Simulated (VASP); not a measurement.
## MgO: single point with PBE

MgO:

```
CELL_PARAMETERS angstrom
0.00000 1.99811 2.17520
1.99811 0.00000 2.17520
1.99811 1.99811 0.00000
ATOMIC_POSITIONS crystal
Mg 0.00000 0.00000 0.00000
O 0.50000 0.50000 0.50000
```

This cell differs from its parent crystal: epitaxial xy strain -5.0%.

```json
{
 "Program": "VASP 6.6.1",
 "Task": "single point",
 "Functional": "PBE",
 "Potentials or basis": "VASP PAW PBE potentials, release 64 (Mg, O)",
 "Cutoff": "520 eV",
 "k mesh": "10 × 10 × 10",
 "Occupations": "fermi-dirac, width 0.02 eV",
 "Spin": "no spin polarisation",
 "Dipole correction": "no",
 "Further INCAR settings": "ALGO = Normal; EDIFF = 1e-06; NBANDS = 11"
}
```

| Property | Result |
| --- | --- |
| Pressure | 21.0 GPa |
| Band gap on the k mesh | 5.33 eV, direct |

Stress tensor (GPa, compression positive):
```
29.01  0.00  0.00
 0.00 29.01  0.00
 0.00  0.00  5.03
```

Levels at points of the mesh, in eV from the valence-band top:
```tsv
k point	band 2	band 3	band 4	band 5	band 6	band 7
(0.00, 0.00, 0.00)	-0.12	-0.12	0.00	5.33	15.59	16.55
(0.50, 0.00, 0.00)	-5.01	-0.94	-0.71	8.24	13.30	16.25
(0.50, 0.50, 0.00)	-4.67	-1.26	-1.26	9.77	10.97	13.07
(0.50, 0.00, 0.50)	-4.34	-1.91	-1.37	8.90	10.69	14.19
```

Run time: 8.7 s on 1 thread of Intel Xeon 6975P-C, with other jobs on the host, peak memory 0.15 GiB.

Caveat: the cell differs from its parent crystal (epitaxial xy strain -5.0%).
